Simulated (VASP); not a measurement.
**GaSb: single point with PBE**

Crystal: GaSb.

```
CELL_PARAMETERS angstrom
-2.70140 2.70140 1.51790
2.70140 -2.70140 1.51790
2.70140 2.70140 -1.51790
ATOMIC_POSITIONS crystal
Ga 0.25000 0.75000 0.50000
Sb 0.00000 0.00000 0.00000
```

```yaml
Program: VASP 6.6.1
Task: single point
Functional: PBE
Potentials_or_basis: VASP PAW PBE potentials, release 64 (Ga_d, Sb)
Cutoff: 520 eV
k_mesh: 16 × 16 × 16
Occupations: gaussian, width 0.15 eV
Spin: no spin polarisation
```

```
Pressure               : 5.6 GPa
Band gap on the k mesh : zero (bands 9 and 10 overlap by 4.97 eV)
```

Stress tensor (GPa, compression positive):
```
5.32 0.00 0.00
0.00 5.32 0.00
0.00 0.00 6.07
```

Levels at points of the mesh, in eV from the Fermi level:
| k point | band 6 | band 7 | band 8 | band 9 | band 10 | band 11 | band 12 | band 13 |
| --- | --- | --- | --- | --- | --- | --- | --- | --- |
| (0.00, 0.00, 0.00) | -12.63 | -2.98 | -2.21 | -2.21 | 3.15 | 5.96 | 7.40 | 7.40 |
| (0.50, 0.00, 0.00) | -8.31 | -5.99 | -2.55 | -1.56 | -1.33 | 2.29 | 3.43 | 5.39 |
| (0.50, 0.50, 0.00) | -11.03 | -8.61 | -0.16 | 1.68 | 2.13 | 2.26 | 5.28 | 7.20 |
| (0.50, 0.50, 0.50) | -9.70 | -6.28 | -5.52 | -5.52 | 4.17 | 5.59 | 10.98 | 10.98 |

Wall time 76 s on 1 thread of Intel(R) Xeon(R) 6975P-C (Granite Rapids) (shared host), peak memory 0.37 GiB.

Caveat: the cell stands under pressure; spin-orbit coupling is left out, which moves the levels of the heavy elements.
